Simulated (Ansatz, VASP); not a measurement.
**B in VASP and in Ansatz**

```
B
1.0
     5.61566    0.00000    0.00000
    -2.80783    4.86330    0.00000
     0.00000    0.00000    3.07839
B
8
Direct
  0.50000 0.00000 0.50000
  0.00000 0.50000 0.50000
  0.50000 0.50000 0.50000
  0.33333 0.66667 0.00000
  0.66667 0.33333 0.00000
  0.33333 0.66667 0.50000
  0.66667 0.33333 0.50000
  0.00000 0.00000 0.00000
```

Alike in both runs: functional PBE; k mesh 9 × 9 × 12; occupations gaussian, width 0.1 eV; no spin polarisation.

Ansatz relaxed the structure, and its values are those at the end. VASP's run is a single point on that final structure, the one shown.

|  | VASP | Ansatz |
| --- | --- | --- |
| version | VASP 6.6.1 | Ansatz 0.2.0 |
| potentials or method | VASP PAW PBE potentials, release 64 (B), cutoff 520 eV | scalar-relativistic, plane waves, PAW |
| valence electrons in the cell | 24 | 24 |

```csv
,VASP,Ansatz,Ansatz less VASP
gap on the k mesh at the Fermi level (eV),none,none,-
pressure (GPa),0.0,0.0,+0.02
```

A gap of «none» marks a metal or a gap that the smearing closes. With one functional, cell and mesh, what is left measures potentials, basis and numerics.
